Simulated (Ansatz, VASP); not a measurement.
BeS: VASP beside Ansatz

Contents of INCAR:

```
  PREC = Accurate
  ENCUT = 600
  EDIFF = 1E-6
  ISMEAR = 0
  SIGMA = 0.01
  LREAL = False
  LASPH = True
  NELM = 120
  ALGO = Normal
  ISIF = 2
  LWAVE = False
  LCHARG = False
  GGA = PS
  NBANDS = 11
  GGA_COMPAT = False
```

KPOINTS

```
regular mesh
0
Gamma
  6 6 6
```

File POSCAR:

```
BeS
1.0
    0.0000000000      2.4343066366      2.4343066366
    2.4343066366      0.0000000000      2.4343066366
    2.4343066366      2.4343066366      0.0000000000
Be S
1 1
Direct
    0.0000000000      0.0000000000      0.0000000000
    0.2500000000      0.2500000000      0.2500000000
```

Input for Ansatz:

```yaml
crystal:
  lattice:
    - [0.0, 2.4343066366, 2.4343066366]
    - [2.4343066366, 0.0, 2.4343066366]
    - [2.4343066366, 2.4343066366, 0.0]
  atoms:
    - { symbol: Be, position: [0.0, 0.0, 0.0] }
    - { symbol: S, position: [0.25, 0.25, 0.25] }
kpoints:
  mp_grid: { grid: [6, 6, 6] }
hamiltonian:
  xc: pbesol
scf:
  occupations: { method: fixed }
  n_extra_bands: 4
output:
  forces: true
  stress: true
  eigenvalues: true
```

Alike in both runs: task single point; functional PBEsol; k mesh 6 × 6 × 6; no spin polarisation.

|  | VASP | Ansatz |
| --- | --- | --- |
| version | VASP 6.6.1 | Ansatz 0.2.0 |
| potentials or method | VASP PAW PBE potentials, release 64 (Be, S) | plane waves, PAW |
| plane-wave cutoff (eV) | 600 | 420 |
| occupations | gaussian, width 0.01 eV | fixed |
| valence electrons in the cell | 8 | 8 |

```csv
,VASP,Ansatz,Ansatz less VASP
gap on the k mesh at the Fermi level (eV),2.95,2.95,-0.003
pressure (GPa),-1.6,-1.7,-0.18
```

VASP's potentials were made for PBE, not for PBEsol.
